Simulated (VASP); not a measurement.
# Ge (Fd-3m) in VASP: further runs

The runs below take Ge through single point, with r2SCAN, PBE, HSE06.

All numbers are computed with VASP 6.6.1; they aren't measurements. Logs are shortened: lines on timing, memory, paths and dates and some standing lists are left out, and cuts for length are marked.

## 1. The cell of the first run

It takes space group Fd-3m (No. 227, cubic). Conventional cell: a = 5.760 Å, b = 5.760 Å, c = 5.760 Å, α = 90.00°, β = 90.00°, γ = 90.00°. Within 3.3 Å of Ge (site symmetry -43m) lie 4 Ge at 2.49 Å.

## 2. Single point, r2SCAN

Contents of POSCAR:

```
Ge
1.0
    0.0000000000      2.8800000000      2.8800000000
    2.8800000000      0.0000000000      2.8800000000
    2.8800000000      2.8800000000      0.0000000000
Ge
2
Direct
    0.0000000000      0.0000000000      0.0000000000
    0.2500000000      0.2500000000      0.2500000000
```

Contents of INCAR.step1:

```
ALGO = Normal ; EDIFF = 1E-4
ENCUT = 520 ; GGA = PE
ISMEAR = -1 ; LASPH = T
LCHARG = F ; LREAL = F
LWAVE = T ; NBANDS = 21
NELM = 100 ; PREC = Accurate
SIGMA = 0.02
```

Contents of INCAR.step2:

```
ALGO = Normal ; EDIFF = 1E-6
ENCUT = 520 ; ISIF = 2
ISMEAR = -1 ; ISTART = 1
LASPH = T ; LCHARG = F
LMIXTAU = T ; LREAL = F
LWAVE = F ; METAGGA = R2SCAN
NBANDS = 21 ; NELM = 100
PREC = Accurate ; SIGMA = 0.02
```

Contents of KPOINTS:

```
k-points
0
Gamma
  6 6 6
```

Potentials or basis: VASP PAW PBE potentials, release 64 (Ge_d).

Run with:

```sh
cat potpaw_PBE.64/Ge_d/POTCAR > POTCAR
cp INCAR.step1 INCAR
mpirun -np 1 vasp_std > vasp.out
cp INCAR.step2 INCAR
mpirun -np 1 vasp_std > vasp.out
```

OUTCAR:

```text
EDIFF = 1E-6
   ENCUT = 520
   ISIF = 2
   ISMEAR = -1
   ISTART = 1
   LASPH = T
   LREAL = F
   METAGGA = R2SCAN
   NELM = 100
   PREC = Accurate

 ion  position               nearest neighbor table
   1  0.000  0.000  0.000-   2 2.49   2 2.49   2 2.49   2 2.49
   2  0.250  0.250  0.250-   1 2.49   1 2.49   1 2.49   1 2.49

  LATTYP: Found a face centered cubic cell.
 ALAT       =     5.7600000000

  Lattice vectors:

 A1 = (   0.0000000000,   2.8800000000,   2.8800000000)
 A2 = (   2.8800000000,   0.0000000000,   2.8800000000)
 A3 = (   2.8800000000,   2.8800000000,   0.0000000000)

Analysis of symmetry for initial positions (statically):
=====================================================================
 Subroutine PRICEL returns:
 Original cell was already a primitive cell.

 Routine SETGRP: Setting up the symmetry group for a
 face centered cubic supercell.

 Subroutine GETGRP returns: Found 48 space group operations
 (whereof 24 operations were pure point group operations)
 out of a pool of 48 trial point group operations.

The static configuration has the point symmetry T_d .
 The point group associated with its full space group is O_h .

Analysis of symmetry for dynamics (positions and initial velocities):
=====================================================================
 Subroutine PRICEL returns:
 Original cell was already a primitive cell.

 Routine SETGRP: Setting up the symmetry group for a
 face centered cubic supercell.

 Subroutine GETGRP returns: Found 48 space group operations
 (whereof 24 operations were pure point group operations)
 out of a pool of 48 trial point group operations.

The dynamic configuration has the point symmetry T_d .
 The point group associated with its full space group is O_h .

 Subroutine INISYM returns: Found 48 space group operations
 (whereof 24 operations are pure point group operations),
 and found     1 'primitive' translations

----------------------------------------------------------------------------------------

                                     Primitive cell

  volume of cell :      47.7757

  direct lattice vectors                    reciprocal lattice vectors
     0.000000000  2.880000000  2.880000000    -0.173611111  0.173611111  0.173611111
     2.880000000  0.000000000  2.880000000     0.173611111 -0.173611111  0.173611111
     2.880000000  2.880000000  0.000000000     0.173611111  0.173611111 -0.173611111

  length of vectors
     4.072935060  4.072935060  4.072935060     0.300703265  0.300703265  0.300703265

  position of ions in fractional coordinates (direct lattice)
     0.000000000  0.000000000  0.000000000
     0.250000000  0.250000000  0.250000000

  ion indices of the primitive-cell ions
   primitive index   ion index
                 1           1
                 2           2

----------------------------------------------------------------------------------------

 KPOINTS: k-points

Automatic generation of k-mesh.
 Grid dimensions read from file:
 generate k-points for:    6    6    6

 Generating k-lattice:

  Cartesian coordinates                     Fractional coordinates (reciprocal lattice)
    -0.028935185  0.028935185  0.028935185     0.166666667  0.000000000  0.000000000
     0.028935185 -0.028935185  0.028935185     0.000000000  0.166666667  0.000000000
     0.028935185  0.028935185 -0.028935185     0.000000000  0.000000000  0.166666667

  Length of vectors
     0.050117211  0.050117211  0.050117211

  Shift w.r.t. Gamma in fractional coordinates (k-lattice)
     0.000000000  0.000000000  0.000000000

 Subroutine IBZKPT returns following result:
 ===========================================

 Found     16 irreducible k-points:

 Following reciprocal coordinates:
            Coordinates               Weight
  0.000000  0.000000  0.000000      1.000000
  0.166667  0.000000  0.000000      8.000000
  0.333333  0.000000  0.000000      8.000000
  0.500000  0.000000  0.000000      4.000000
  0.166667  0.166667  0.000000      6.000000
  0.333333  0.166667  0.000000     24.000000
[... 8 lines left out ...]
 -0.333333  0.333333  0.166667     24.000000
 -0.333333  0.500000  0.166667     12.000000
   k-points           NKPTS =     16   k-points in BZ     NKDIM =     16   number of bands    NBANDS=     21
   number of dos      NEDOS =    301   number of ions     NIONS =      2
   total plane-waves  NPLWV =  27000
   dimension x,y,z NGX =    30 NGY =   30 NGZ =   30
   dimension x,y,z NGXF=    60 NGYF=   60 NGZF=   60
   ions per type =               2
   NGX,Y,Z   is equivalent  to a cutoff of  12.25, 12.25, 12.25 a.u.
   NGXF,Y,Z  is equivalent  to a cutoff of  24.49, 24.49, 24.49 a.u.
 SYSTEM =  unknown system
   PREC   = accura    normal or accurate (medium, high low for compatibility)
   ISTART =      1    job   : 0-new  1-cont  2-samecut
   ICHARG =      0    charge: 1-file 2-atom 10-const
   ISPIN  =      1    spin polarized calculation?
   LNONCOLLINEAR =      F non collinear calculations
   LSORBIT =      F    spin-orbit coupling
   LASPH  =      T    aspherical Exc in radial PAW
   ENCUT  =  520.0 eV  38.22 Ry    6.18 a.u.   7.57  7.57  7.57*2*pi/ulx,y,z
   NELM   =    100;   NELMIN=  2; NELMDL=  0     # of ELM steps
   EDIFF  = 0.1E-05   stopping-criterion for ELM
   LREAL  =      F    real-space projection
   EDIFFG = 0.1E-04   stopping-criterion for IOM
   NSW    =      0    number of steps for IOM
   IBRION =     -1    ionic relax: 0-MD 1-quasi-New 2-CG
   NFREE  =      0    steps in history (QN), initial steepest desc. (CG)
   ISIF   =      2    stress and relaxation
   ISYM   =      2    0-nonsym 1-usesym 2-fastsym
   POTIM  = 0.5000    time-step for ionic-motion
   TEBEG  =    0.0;   TEEND  =   0.0 temperature during run
   PSTRESS=    0.0 pullay stress
   NELECT =      28.0000    total number of electrons
   NUPDOWN=      -1.0000    fix difference up-down
   EMIN   =  10.00;   EMAX   =-10.00  energy-range for DOS
   EFERMI =   0.00;   METHOD = LEGACY
   ISMEAR =    -1;   SIGMA  =   0.02  broadening in eV -4-tet -1-fermi 0-gaus
   EFERMI_NEDOS =   21; number of points for ismear=-14 and -15
   IALGO  =     38    algorithm
   IMIX   =      4    mixing-type and parameters
     AMIX     =   0.40;   BMIX     =  1.00
     AMIX_MAG =   1.60;   BMIX_MAG =  1.00
  volume/ion in A,a.u.               =      23.89       161.20
  Fermi-wavevector in a.u.,A,eV,Ry     =   1.370014  2.588951 25.537299  1.876939
  Thomas-Fermi vector in A             =   2.495838
   LORBIT       =      0    0 simple, 1 ext, 2 COOP (PROOUT), +10 PAW based schemes
   METAGGA = R2SCAN    functional components
   LHFCALC =     F    Hartree Fock is set to
   AEXX    =    0.0000 exact exchange contribution
   IVDW    =     0    specifies the selected vdW correction
   LEPSILON=     F    determine dielectric tensor
   LRPA    =     F    only Hartree local field effects (RPA)
 non-spin polarized calculation
  energy-cutoff  :      520.00
  volume of cell :       47.78
 maximum number of plane-waves:      1303
   NGX = 15   NGY = 15   NGZ = 15

 number of electron      27.9999979 magnetization

 Free energy of the ion-electron system (eV)
  ---------------------------------------------------
  ext. energy  EPLUGINS =         0.00000000
  ---------------------------------------------------
  free energy    TOTEN  =       -27.68661501 eV

  energy without entropy =      -27.68625811  energy(sigma->0) =      -27.68643656

 E-fermi :   4.3098     XC(G=0): -10.5364

 val. band max:        4.2959180843   @ k =   0.0000   0.0000   0.0000
 cond. band min:       4.5642577513   @ k =   0.5000   0.0000   0.0000
 fundamental gap:      0.2683396670
 Fermi energy:         4.3098303776

 k-point     1 :       0.0000    0.0000    0.0000
  band No.  band energies     occupation
      1     -21.1243      2.00000
      2     -21.1243      2.00000
      3     -21.1243      2.00000
      4     -21.0891      2.00000
      5     -21.0891      2.00000
      6     -20.8995      2.00000
[... 13 lines left out ...]
     20      14.0912      0.00000
     21      14.0912      0.00000

 k-point     2 :       0.1667    0.0000    0.0000
  band No.  band energies     occupation
      1     -21.1349      2.00000
      2     -21.1349      2.00000
      3     -21.1204      2.00000
      4     -21.0735      2.00000
      5     -21.0735      2.00000
      6     -20.9136      2.00000
[... 13 lines left out ...]
     20      13.0407      0.00000
     21      13.0407      0.00000

 k-point     3 :       0.3333    0.0000    0.0000
  band No.  band energies     occupation
      1     -21.1443      2.00000
      2     -21.1443      2.00000
      3     -21.1123      2.00000
      4     -21.0559      2.00000
      5     -21.0559      2.00000
      6     -20.9258      2.00000
[... 13 lines left out ...]
     20      13.6413      0.00000
     21      13.6413      0.00000

 k-point     4 :       0.5000    0.0000    0.0000
  band No.  band energies     occupation
      1     -21.1466      2.00000
      2     -21.1466      2.00000
      3     -21.1081      2.00000
      4     -21.0509      2.00000
      5     -21.0509      2.00000
      6     -20.9284      2.00000
[... 13 lines left out ...]
     20      15.5203      0.00000
     21      15.8830      0.00000

 k-point     5 :       0.1667    0.1667    0.0000
  band No.  band energies     occupation
      1     -21.1331      2.00000
      2     -21.1330      2.00000
      3     -21.1318      2.00000
      4     -21.0748      2.00000
      5     -21.0556      2.00000
      6     -20.9447      2.00000
[... 13 lines left out ...]
     20      13.1001      0.00000
     21      14.5739      0.00000

 k-point     6 :       0.3333    0.1667    0.0000
  band No.  band energies     occupation
      1     -21.1512      2.00000
      2     -21.1425      2.00000
      3     -21.1141      2.00000
      4     -21.0561      2.00000
      5     -21.0323      2.00000
      6     -20.9676      2.00000
[... 13 lines left out ...]
     20      14.4310      0.00000
     21      14.9417      0.00000

 k-point     7 :       0.5000    0.1667    0.0000
  band No.  band energies     occupation
      1     -21.1615      2.00000
      2     -21.1498      2.00000
      3     -21.0927      2.00000
      4     -21.0387      2.00000
      5     -21.0315      2.00000
      6     -20.9629      2.00000
[... 13 lines left out ...]
     20      15.6478      0.00000
     21      15.8972      0.00000

 k-point     8 :      -0.3333    0.1667    0.0000
  band No.  band energies     occupation
      1     -21.1585      2.00000
      2     -21.1527      2.00000
      3     -21.0895      2.00000
      4     -21.0495      2.00000
      5     -21.0318      2.00000
      6     -20.9501      2.00000
[... 13 lines left out ...]
     20      13.7714      0.00000
     21      15.6909      0.00000

 k-point     9 :      -0.1667    0.1667    0.0000
  band No.  band energies     occupation
      1     -21.1474      2.00000
      2     -21.1436      2.00000
      3     -21.1093      2.00000
      4     -21.0650      2.00000
      5     -21.0489      2.00000
      6     -20.9386      2.00000
[... 13 lines left out ...]
     20      13.9908      0.00000
     21      14.0482      0.00000

 k-point    10 :       0.3333    0.3333    0.0000
  band No.  band energies     occupation
      1     -21.1484      2.00000
      2     -21.1484      2.00000
      3     -21.1187      2.00000
      4     -21.0361      2.00000
      5     -21.0120      2.00000
      6     -20.9952      2.00000
[... 13 lines left out ...]
     20      16.0263      0.00000
     21      16.4514      0.00000

 k-point    11 :       0.5000    0.3333    0.0000
  band No.  band energies     occupation
      1     -21.1639      2.00000
      2     -21.1540      2.00000
      3     -21.0880      2.00000
      4     -21.0292      2.00000
      5     -21.0123      2.00000
      6     -20.9770      2.00000
[... 13 lines left out ...]
     20      16.3266      0.00000
     21      16.4805      0.00000

 k-point    12 :      -0.3333    0.3333    0.0000
  band No.  band energies     occupation
      1     -21.1714      2.00000
      2     -21.1563      2.00000
      3     -21.0741      2.00000
      4     -21.0093      2.00000
      5     -21.0031      2.00000
      6     -20.9923      2.00000
[... 13 lines left out ...]
     20      13.6158      0.00000
     21      18.1283      0.00000

 k-point    13 :       0.5000    0.5000    0.0000
  band No.  band energies     occupation
      1     -21.1553      2.00000
      2     -21.1553      2.00000
      3     -21.0759      2.00000
      4     -21.0759      2.00000
      5     -20.9844      2.00000
      6     -20.9844      2.00000
[... 13 lines left out ...]
     20      16.0811      0.00000
     21      17.5026      0.00000

 k-point    14 :       0.5000    0.3333    0.1667
  band No.  band energies     occupation
      1     -21.1601      2.00000
      2     -21.1572      2.00000
      3     -21.0882      2.00000
      4     -21.0373      2.00000
      5     -21.0065      2.00000
      6     -20.9923      2.00000
[... 13 lines left out ...]
     20      14.5190      0.00000
     21      16.9982      0.00000

 k-point    15 :      -0.3333    0.3333    0.1667
  band No.  band energies     occupation
      1     -21.1692      2.00000
      2     -21.1598      2.00000
      3     -21.0680      2.00000
      4     -21.0209      2.00000
      5     -21.0007      2.00000
      6     -20.9942      2.00000
[... 13 lines left out ...]
     20      16.4254      0.00000
     21      16.4678      0.00000

 k-point    16 :      -0.3333    0.5000    0.1667
  band No.  band energies     occupation
      1     -21.1650      2.00000
      2     -21.1650      2.00000
      3     -21.0492      2.00000
      4     -21.0492      2.00000
      5     -20.9879      2.00000
      6     -20.9879      2.00000
[... 13 lines left out ...]
     20      15.5488      0.00000
     21      17.5874      0.00000

------------------------ aborting loop because EDIFF is reached ----------------------------------------

  FORCE on cell =-STRESS in cart. coord.  units (eV):
  Direction    XX          YY          ZZ          XY          YZ          ZX
  --------------------------------------------------------------------------------------
  -------------------------------------------------------------------------------------
  Total       -0.7945605     -0.7945605     -0.7945605      0.0000000     -0.0000000      0.0000000
  in kB      -26.6458811    -26.6458811    -26.6458811      0.0000000     -0.0000000      0.0000000
  external PRESSURE =     -26.6458811 kB  Pullay stress =       0.0000000 kB

 VOLUME and BASIS-vectors are now :
 -----------------------------------------------------------------------------
  energy-cutoff  :      520.00
  volume of cell :       47.78
      direct lattice vectors                 reciprocal lattice vectors
     0.000000000  2.880000000  2.880000000    -0.173611111  0.173611111  0.173611111
     2.880000000  0.000000000  2.880000000     0.173611111 -0.173611111  0.173611111
     2.880000000  2.880000000  0.000000000     0.173611111  0.173611111 -0.173611111

 POSITION                                       TOTAL-FORCE (eV/Angst)
 -----------------------------------------------------------------------------------
      0.00000      0.00000      0.00000        -0.000000     -0.000000     -0.000000
      1.44000      1.44000      1.44000         0.000000      0.000000      0.000000
 -----------------------------------------------------------------------------------
    total drift:                                0.000000      0.000000      0.000000

  FREE ENERGIE OF THE ION-ELECTRON SYSTEM (eV)
  ---------------------------------------------------
  free  energy   TOTEN  =       -27.6866150075 eV

  energy  without entropy=      -27.6862581077  energy(sigma->0) =      -27.68643656
```

Run time: 27 s. Hardware: 1 thread of Intel Xeon 6975P-C (Granite Rapids), shared host; peak memory 0.16 GiB.

Results:

```
Free energy            : -27.6866 eV
Pressure               : -2.7 GPa
Band gap on the k mesh : zero (filled and empty bands touch)
```

Caveat: the PAW data sets were made with another functional, which shifts forces and pressure a little.

## 3. Single point, PBE

Contents of INCAR:

```
SYSTEM = Ge
PREC = Accurate ; ENCUT = 520
EDIFF = 1E-6 ; ISMEAR = -1
SIGMA = 0.1 ; LREAL = .False.
LASPH = .True. ; NELM = 80
ALGO = Normal ; ISIF = 2
LWAVE = .False. ; LCHARG = .False.
GGA = PE ; NBANDS = 21
```

Contents of KPOINTS:

```
regular mesh
0
Gamma
  8 8 8
  0 0 0
```

POSCAR is that of step 2.

Potentials or basis: VASP PAW PBE potentials, release 64 (Ge_d).

Run with:

```sh
cat potpaw_PBE.64/Ge_d/POTCAR > POTCAR
mpirun -np 1 vasp_std > vasp.out
```

It took 12 s on 1 thread of Intel Xeon 6975P-C (Granite Rapids), shared host; peak memory 0.17 GiB.

It converged, with:

| Item | Value |
| --- | --- |
| Free energy | -9.0285 eV |
| Pressure | 0.1 GPa |
| Band gap on the k mesh | zero (filled and empty bands touch) |

Levels at points of the mesh, in eV from the Fermi level:
```csv
k point,band 12,band 13,band 14,band 15,band 16,band 17
"(0.00, 0.00, 0.00)",-0.40,0.04,0.04,0.04,2.57,2.57
"(0.50, 0.00, 0.00)",-7.32,-1.28,-1.28,0.07,3.76,3.76
"(0.50, 0.50, 0.00)",-8.65,-2.85,-2.85,0.86,0.86,9.12
```

(Part 1 of 2 ends here.)
